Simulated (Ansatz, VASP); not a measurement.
# InSb: VASP beside Ansatz

```
In Sb
1.0
     0.00000    3.33627    3.23910
     3.33627    0.00000    3.23910
     3.33627    3.33627    0.00000
In Sb
1 1
Direct
  0.00000 0.00000 0.00000
  0.75000 0.75000 0.75000
```

Change from the starting cell: equal xx and yy strain of +3 %, crystal datasets.

Alike in both runs: task electric field gradients; functional LDA; k mesh 10 × 10 × 10; occupations fermi-dirac, width 0.03 eV; no spin polarisation.

|  | VASP | Ansatz |
| --- | --- | --- |
| version | VASP 6.6.1 | Ansatz 0.2.0 |
| potentials or method | VASP PAW LDA potentials, release 64 (In_d, Sb), cutoff 520 eV | all-electron PAW with datasets made for the crystal, scalar-relativistic |

```tsv
	VASP	Ansatz	Ansatz less VASP
pressure (GPa)	-2.8	-2.8	-0.04
traceless stress, the component that is largest in VASP (GPa)	0.55	0.55	-0.001
size of Vzz on the site where it differs most (V/Å²)	8.5	9.0	+0.50
```

LDA's correlation is that of Perdew and Zunger in VASP and of Perdew and Wang (1992) in Ansatz. Ansatz ran all-electron here, and VASP with PAW potentials.

Spin-orbit coupling is off throughout.
